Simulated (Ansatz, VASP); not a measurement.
## MgO in VASP and in Ansatz

```
Mg O
1.0
     0.00000    2.10217    2.10217
     2.10217    0.00000    2.10217
     2.10217    2.10217    0.00000
Mg O
1 1
Direct
  0.00000 0.00000 0.00000
  0.50000 0.50000 0.50000
```

Alike in both runs: task single point; functional LDA; k mesh 10 × 10 × 10; no spin polarisation.

```csv
,VASP,Ansatz
version,VASP 6.6.1,Ansatz 0.2.0
potentials or method,"VASP PAW LDA potentials, release 64 (Mg, O)","plane waves, PAW"
plane-wave cutoff (eV),520,420
occupations,"gaussian, width 0.01 eV",fixed
valence electrons in the cell,8,16
```

|  | VASP | Ansatz | Ansatz less VASP |
| --- | --- | --- | --- |
| gap on the k mesh at the Fermi level (eV) | 4.71 | 4.71 | 0.000 |
| pressure (GPa) | -6.9 | -5.2 | +1.66 |

LDA's correlation is that of Perdew and Zunger in VASP and of Perdew and Wang (1992) in Ansatz. VASP's potentials hold 8 valence electrons a cell and Ansatz's 16, so a difference there can come from the potentials and not from the codes.
